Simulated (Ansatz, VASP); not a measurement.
## Two plane-wave programs on C

```
CELL_PARAMETERS angstrom
2.47100 0.00000 0.00000
-1.23550 2.13995 0.00000
0.00000 0.00000 26.00242
ATOMIC_POSITIONS crystal
C 0.66667 0.33333 0.51373
C 0.33333 0.66667 0.48627
```

Alike in both runs: task single point; functional PBE; dispersion D3(BJ); k mesh 21 × 21 × 1; occupations gaussian, width 0.1 eV; no spin polarisation.

|  | VASP | Ansatz |
| --- | --- | --- |
| version | VASP 6.6.1 | Ansatz 0.2.0 |
| potentials or method | VASP PAW PBE potentials, release 64 (C), cutoff 520 eV | scalar-relativistic, plane waves, PAW |
| valence electrons in the cell | 8 | 8 |

```tsv
	VASP	Ansatz	Ansatz less VASP
gap on the k mesh at the Fermi level (eV)	none	none	-
rms of the force components (eV/Å)	6.172	6.188	+0.0153
```

Atom by atom the forces differ by 0.015 eV/Å (rms over components). A gap of «none» marks a metal or a gap that the smearing closes.
